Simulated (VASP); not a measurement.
Input of a VASP 6.6.1 run:

INCAR

```
SYSTEM = Mo3W
ALGO = Normal
EDIFF = 1E-6
ENCUT = 500
GGA = PE
GGA_COMPAT = .False.
ISIF = 2
ISMEAR = 0
LASPH = .True.
LCHARG = .True.
LELF = .True.
LREAL = .False.
LVHAR = .True.
LWAVE = .False.
NBANDS = 36
NELM = 120
PREC = Accurate
SIGMA = 0.1
```

The input KPOINTS:

```
k-points
0
Gamma
  12 12 12
  0 0 0
```

File POSCAR:

```
Mo3W
1.0
    4.0111484136      0.0000000000      0.0000000000
    0.0000000000      4.0111484136      0.0000000000
    0.0000000000      0.0000000000      4.0111484136
Mo W
3 1
Direct
    0.0000000000      0.5000000000      0.5000000000
    0.5000000000      0.0000000000      0.5000000000
    0.5000000000      0.5000000000      0.0000000000
    0.0000000000      0.0000000000      0.0000000000
```

Potentials or basis: VASP PAW PBE potentials, release 64 (Mo_sv, W_sv).

Command:

```console
$ cat potpaw_PBE.64/Mo_sv/POTCAR potpaw_PBE.64/W_sv/POTCAR > POTCAR
$ mpirun -np 1 vasp_std > vasp.out
```

(1) Predict the pressure.

(2) Predict the band gap on the k mesh.

## Answers

(1) 0.5 GPa.

(2) zero (bands 28 and 29 overlap by 2.50 eV).

Caveat: spin-orbit coupling is left out, which moves the levels of the heavy elements.
